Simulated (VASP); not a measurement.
# Ir (Fm-3m) in VASP: notebook

The runs below take Ir through single point, with PBEsol.

All numbers are computed with VASP 6.6.1; they aren't measurements. Logs are shortened: lines on timing, memory, paths and dates and some standing lists are left out, and cuts for length are marked.

### 1 The cell of the first run

The structure is cubic, space group Fm-3m (No. 225). Conventional cell: a = 3.699 Å, b = 3.699 Å, c = 3.699 Å, α = 90.00°, β = 90.00°, γ = 90.00°. Within 3.5 Å of Ir (site symmetry m-3m) lie 12 Ir at 2.62 Å.

### 2 Single point, PBEsol

Contents of INCAR:

```
SYSTEM = Ir
ALGO = Normal ; EDIFF = 1E-6
ENCUT = 500 ; GGA = PS
GGA_COMPAT = .FALSE. ; ISIF = 2
ISMEAR = -1 ; LASPH = .TRUE.
LCHARG = .FALSE. ; LREAL = .FALSE.
LWAVE = .FALSE. ; NBANDS = 10
NELM = 120 ; PREC = Accurate
SIGMA = 0.05
```

Contents of KPOINTS:

```
k-points
0
G
  13 13 13
  0 0 0
```

Contents of POSCAR:

```
Ir
1.0
    0.0000000000      1.8494914652      1.8494914652
    1.8494914652      0.0000000000      1.8494914652
    1.8494914652      1.8494914652      0.0000000000
Ir
1
Direct
    0.0000000000      0.0000000000      0.0000000000
```

Potentials or basis: VASP PAW PBE potentials, release 64 (Ir).

Command:

```sh
$ cat potpaw_PBE.64/Ir/POTCAR > POTCAR
$ mpirun -np 1 vasp_std > vasp.out
```

OUTCAR:

```text
SYSTEM = Ir
   EDIFF = 1E-6
   ENCUT = 500
   GGA = PS
   ISIF = 2
   ISMEAR = -1
   LASPH = .TRUE.
   LREAL = .FALSE.
   NELM = 120
   PREC = Accurate

 ion  position               nearest neighbor table
   1  0.000  0.000  0.000-

  LATTYP: Found a face centered cubic cell.
 ALAT       =     3.6989829304

  Lattice vectors:

 A1 = (   0.0000000000,   1.8494914652,   1.8494914652)
 A2 = (   1.8494914652,   0.0000000000,   1.8494914652)
 A3 = (   1.8494914652,   1.8494914652,   0.0000000000)

Analysis of symmetry for initial positions (statically):
=====================================================================
 Subroutine PRICEL returns:
 Original cell was already a primitive cell.

 Routine SETGRP: Setting up the symmetry group for a
 face centered cubic supercell.

 Subroutine GETGRP returns: Found 48 space group operations
 (whereof 48 operations were pure point group operations)
 out of a pool of 48 trial point group operations.

The static configuration has the point symmetry O_h .

Analysis of symmetry for dynamics (positions and initial velocities):
=====================================================================
 Subroutine PRICEL returns:
 Original cell was already a primitive cell.

 Routine SETGRP: Setting up the symmetry group for a
 face centered cubic supercell.

 Subroutine GETGRP returns: Found 48 space group operations
 (whereof 48 operations were pure point group operations)
 out of a pool of 48 trial point group operations.

The dynamic configuration has the point symmetry O_h .

 Subroutine INISYM returns: Found 48 space group operations
 (whereof 48 operations are pure point group operations),
 and found     1 'primitive' translations

----------------------------------------------------------------------------------------

                                     Primitive cell

  volume of cell :      12.6528

  direct lattice vectors                    reciprocal lattice vectors
     0.000000000  1.849491465  1.849491465    -0.270344584  0.270344584  0.270344584
     1.849491465  0.000000000  1.849491465     0.270344584 -0.270344584  0.270344584
     1.849491465  1.849491465  0.000000000     0.270344584  0.270344584 -0.270344584

  length of vectors
     2.615575914  2.615575914  2.615575914     0.468250554  0.468250554  0.468250554

  position of ions in fractional coordinates (direct lattice)
     0.000000000  0.000000000  0.000000000

  ion indices of the primitive-cell ions
   primitive index   ion index
                 1           1

----------------------------------------------------------------------------------------

 KPOINTS: k-points

Automatic generation of k-mesh.
 Grid dimensions read from file:
 generate k-points for:   13   13   13

 Generating k-lattice:

  Cartesian coordinates                     Fractional coordinates (reciprocal lattice)
    -0.020795737  0.020795737  0.020795737     0.076923077  0.000000000  0.000000000
     0.020795737 -0.020795737  0.020795737     0.000000000  0.076923077  0.000000000
     0.020795737  0.020795737 -0.020795737     0.000000000  0.000000000  0.076923077

  Length of vectors
     0.036019273  0.036019273  0.036019273

  Shift w.r.t. Gamma in fractional coordinates (k-lattice)
     0.000000000  0.000000000  0.000000000

 Subroutine IBZKPT returns following result:
 ===========================================

 Found     84 irreducible k-points:

 Following reciprocal coordinates:
            Coordinates               Weight
  0.000000  0.000000  0.000000      1.000000
  0.076923  0.000000  0.000000      8.000000
  0.153846  0.000000  0.000000      8.000000
  0.230769  0.000000  0.000000      8.000000
  0.307692  0.000000  0.000000      8.000000
  0.384615  0.000000  0.000000      8.000000
[... 16 lines left out ...]
  0.384615  0.153846  0.000000     24.000000
  0.461538  0.153846  0.000000     24.000000
 [... further k-points ...]
   k-points           NKPTS =     84   k-points in BZ     NKDIM =     84   number of bands    NBANDS=     10
   number of dos      NEDOS =    301   number of ions     NIONS =      1
   total plane-waves  NPLWV =   8000
   dimension x,y,z NGX =    20 NGY =   20 NGZ =   20
   dimension x,y,z NGXF=    40 NGYF=   40 NGZF=   40
   ions per type =               1
   NGX,Y,Z   is equivalent  to a cutoff of  12.71, 12.71, 12.71 a.u.
   NGXF,Y,Z  is equivalent  to a cutoff of  25.42, 25.42, 25.42 a.u.
 SYSTEM =  Ir
   PREC   = accura    normal or accurate (medium, high low for compatibility)
   ISTART =      0    job   : 0-new  1-cont  2-samecut
   ICHARG =      2    charge: 1-file 2-atom 10-const
   ISPIN  =      1    spin polarized calculation?
   LNONCOLLINEAR =      F non collinear calculations
   LSORBIT =      F    spin-orbit coupling
   LASPH  =      T    aspherical Exc in radial PAW
   ENCUT  =  500.0 eV  36.75 Ry    6.06 a.u.   4.77  4.77  4.77*2*pi/ulx,y,z
   NELM   =    120;   NELMIN=  2; NELMDL= -5     # of ELM steps
   EDIFF  = 0.1E-05   stopping-criterion for ELM
   LREAL  =      F    real-space projection
   EDIFFG = 0.1E-04   stopping-criterion for IOM
   NSW    =      0    number of steps for IOM
   IBRION =     -1    ionic relax: 0-MD 1-quasi-New 2-CG
   NFREE  =      0    steps in history (QN), initial steepest desc. (CG)
   ISIF   =      2    stress and relaxation
   ISYM   =      2    0-nonsym 1-usesym 2-fastsym
   POTIM  = 0.5000    time-step for ionic-motion
   TEBEG  =    0.0;   TEEND  =   0.0 temperature during run
   PSTRESS=    0.0 pullay stress
   NELECT =       9.0000    total number of electrons
   NUPDOWN=      -1.0000    fix difference up-down
   EMIN   =  10.00;   EMAX   =-10.00  energy-range for DOS
   EFERMI =   0.00;   METHOD = LEGACY
   ISMEAR =    -1;   SIGMA  =   0.05  broadening in eV -4-tet -1-fermi 0-gaus
   EFERMI_NEDOS =   21; number of points for ismear=-14 and -15
   IALGO  =     38    algorithm
   IMIX   =      4    mixing-type and parameters
     AMIX     =   0.40;   BMIX     =  1.00
     AMIX_MAG =   1.60;   BMIX_MAG =  1.00
  volume/ion in A,a.u.               =      12.65        85.39
  Fermi-wavevector in a.u.,A,eV,Ry     =   1.461369  2.761588 29.056608  2.135600
  Thomas-Fermi vector in A             =   2.577709
   LORBIT       =      0    0 simple, 1 ext, 2 COOP (PROOUT), +10 PAW based schemes
   GGA     = PS    functional components
   LHFCALC =     F    Hartree Fock is set to
   AEXX    =    0.0000 exact exchange contribution
   IVDW    =     0    specifies the selected vdW correction
   LEPSILON=     F    determine dielectric tensor
   LRPA    =     F    only Hartree local field effects (RPA)
 non-spin polarized calculation
  energy-cutoff  :      500.00
  volume of cell :       12.65
 maximum number of plane-waves:       331
   NGX =  9   NGY =  9   NGZ =  9

 number of electron       8.9999999 magnetization

 Free energy of the ion-electron system (eV)
  ---------------------------------------------------
  ext. energy  EPLUGINS =         0.00000000
  ---------------------------------------------------
  free energy    TOTEN  =        -9.59240996 eV

  energy without entropy =       -9.58406397  energy(sigma->0) =       -9.58823696

 E-fermi :  12.3274     XC(G=0): -14.7633

 val. band max:       12.2750916460   @ k =   0.3077   0.1538   0.0000
 cond. band min:      12.3670302896   @ k =   0.4615   0.1538   0.0769
 fundamental gap:      0.0919386437
 Fermi energy:        12.3273806375

 k-point     1 :       0.0000    0.0000    0.0000
  band No.  band energies     occupation
      1      -0.1416      2.00000
      2       7.6774      2.00000
      3       7.6774      2.00000
      4       7.6774      2.00000
      5      10.9184      2.00000
      6      10.9184      2.00000
      7      26.3314      0.00000
      8      32.5991      0.00000
      9      32.5991      0.00000
     10      32.5991      0.00000

 k-point     2 :       0.0769    0.0000    0.0000
  band No.  band energies     occupation
      1       0.1543      2.00000
      2       7.5105      2.00000
      3       7.8089      2.00000
      4       7.8089      2.00000
      5      10.8272      2.00000
      6      10.8272      2.00000
      7      26.8659      0.00000
      8      31.2506      0.00000
      9      33.1097      0.00000
     10      33.1097      0.00000

 k-point     3 :       0.1538    0.0000    0.0000
  band No.  band energies     occupation
      1       0.9695      2.00000
      2       7.1577      2.00000
      3       8.0979      2.00000
      4       8.0979      2.00000
      5      10.7022      2.00000
      6      10.7022      2.00000
      7      28.0876      0.00000
      8      29.2321      0.00000
      9      34.5553      0.00000
     10      34.5553      0.00000

 k-point     4 :       0.2308    0.0000    0.0000
  band No.  band energies     occupation
      1       2.0233      2.00000
      2       7.0341      2.00000
      3       8.2212      2.00000
      4       8.2212      2.00000
      5      10.9450      2.00000
      6      10.9450      2.00000
      7      26.8349      0.00000
      8      29.7461      0.00000
      9      36.6909      0.00000
     10      36.6909      0.00000
[... 222 lines left out ...]
 k-point    22 :       0.3077    0.1538    0.0000
  band No.  band energies     occupation
      1       3.1868      2.00000
      2       5.9962      2.00000
      3       7.9181      2.00000
      4       9.1033      2.00000
      5      10.9893      2.00000
      6      12.2751      1.47993
      7      27.4533      0.00000
      8      30.8556      0.00000
      9      33.2513      0.00000
     10      34.1504      0.00000

 k-point    23 :       0.3846    0.1538    0.0000
  band No.  band energies     occupation
      1       3.7019      2.00000
      2       6.5900      2.00000
      3       7.4266      2.00000
      4       8.8898      2.00000
      5      12.7354      0.00057
      6      13.0508      0.00000
      7      24.8492      0.00000
      8      29.2414      0.00000
      9      32.4893      0.00000
     10      34.6819      0.00000

 k-point    24 :       0.4615    0.1538    0.0000
  band No.  band energies     occupation
      1       3.7730      2.00000
      2       6.7773      2.00000
      3       8.1005      2.00000
      4       8.6061      2.00000
      5      13.5251      0.00000
      6      14.7569      0.00000
      7      21.9723      0.00000
      8      28.1240      0.00000
      9      31.8910      0.00000
     10      33.4481      0.00000

 [... further k-points ...]
[... 5 lines left out ...]
  --------------------------------------------------------------------------------------
  -------------------------------------------------------------------------------------
  Total        4.3511576      4.3511576      4.3511576      0.0000000     -0.0000000      0.0000000
  in kB      550.9705691    550.9705691    550.9705691      0.0000000     -0.0000000      0.0000000
  external PRESSURE =     550.9705691 kB  Pullay stress =       0.0000000 kB

 VOLUME and BASIS-vectors are now :
 -----------------------------------------------------------------------------
  energy-cutoff  :      500.00
  volume of cell :       12.65
      direct lattice vectors                 reciprocal lattice vectors
     0.000000000  1.849491465  1.849491465    -0.270344584  0.270344584  0.270344584
     1.849491465  0.000000000  1.849491465     0.270344584 -0.270344584  0.270344584
     1.849491465  1.849491465  0.000000000     0.270344584  0.270344584 -0.270344584

 POSITION                                       TOTAL-FORCE (eV/Angst)
 -----------------------------------------------------------------------------------
      0.00000      0.00000      0.00000        -0.000000     -0.000000     -0.000000
 -----------------------------------------------------------------------------------
    total drift:                               -0.000000     -0.000000     -0.000000

  FREE ENERGIE OF THE ION-ELECTRON SYSTEM (eV)
  ---------------------------------------------------
  free  energy   TOTEN  =        -9.5924099602 eV

  energy  without entropy=       -9.5840639669  energy(sigma->0) =       -9.58823696
```

Run time: 9.7 s. Hardware: 1 thread of AMD EPYC 9R45 (Zen 5), shared host; peak memory 0.1 GiB.

What came out:

```yaml
Free_energy: -9.5924 eV
Pressure: 55.1 GPa
```

Caveat: the PAW data sets were made with another functional, which shifts forces and pressure a little; spin-orbit coupling is left out, which moves the levels of the heavy elements.

[end of part 1 of 2]
